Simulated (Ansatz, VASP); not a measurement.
## Gd2NF3 in VASP and in Ansatz

```xyz
6
Lattice="3.2114 0.0000 0.0000 0.0000 3.2114 0.0000 0.0000 0.0000 7.7964" Properties=species:S:1:pos:R:3 pbc="T T T"
Gd    1.6057    1.6057    6.1472
Gd    1.6057    1.6057    1.6492
N     0.0000    0.0000    0.0000
F     0.0000    0.0000    5.2796
F     0.0000    0.0000    2.5167
F     1.6057    1.6057    3.8982
```

Change from the starting cell: species swapped into the Er2Mg3Ru type (P4/mmm, No. 123).

Alike in both runs: functional PBE; k mesh 4 × 4 × 1; occupations gaussian, width 0.15 eV; collinear spin.

Ansatz relaxed the structure, and its values are those at the end. VASP's run is a single point on that final structure, the one shown.

```csv
,VASP,Ansatz
version,VASP 6.6.1,Ansatz 0.2.0
potentials or method,"VASP PAW PBE potentials, release 64 (Gd, N, F), cutoff 600 eV","scalar-relativistic, plane waves, PAW"
valence electrons in the cell,62,62
```

```csv
,VASP,Ansatz,Ansatz less VASP
gap on the k mesh at the Fermi level (eV),none,none,-
pressure (GPa),-0.1,0.1,+0.22
rms of the force components (eV/Å),0.017,0.011,-0.0058
net moment per atom (μB),2.33,2.33,+0.001
size of the moment on the site where the two differ most (μB),6.76,6.75,-0.019
```

Site moments also hang on the region over which each program counts them. A gap of «none» marks a metal or a gap that the smearing closes.

The k mesh is coarse, so the values compare programs but aren't converged. Neither program's run includes spin-orbit coupling.
